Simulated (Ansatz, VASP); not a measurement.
**I: VASP beside Ansatz**

```
I
1.0
     4.22146    0.00000    0.00000
    -2.11073    3.65589    0.00000
     0.00000    0.00000    4.93012
I
2
Direct
  0.33333 0.66667 0.25000
  0.66667 0.33333 0.75000
```

Alike in both runs: functional r2SCAN; k mesh 15 × 15 × 12; occupations gaussian, width 0.1 eV; no spin polarisation.

Ansatz relaxed the structure, and its values are those at the end. VASP's run is a single point on that final structure, the one shown.

```csv
,VASP,Ansatz
version,VASP 6.6.1,Ansatz 0.2.0
potentials or method,"VASP PAW PBE potentials, release 64 (I), cutoff 520 eV","scalar-relativistic, plane waves, PAW"
valence electrons in the cell,14,34
```

|  | VASP | Ansatz | Ansatz less VASP |
| --- | --- | --- | --- |
| gap on the k mesh at the Fermi level (eV) | none | none | - |
| pressure (GPa) | 0.0 | 0.0 | +0.04 |

VASP's potentials were made for PBE, not for r2SCAN. A gap of «none» marks a metal or a gap that the smearing closes. With one functional, cell and mesh, what is left measures potentials, basis and numerics. VASP's potentials hold 14 valence electrons a cell and Ansatz's 34, so a difference there can come from the potentials and not from the codes.

Neither program's run includes spin-orbit coupling.
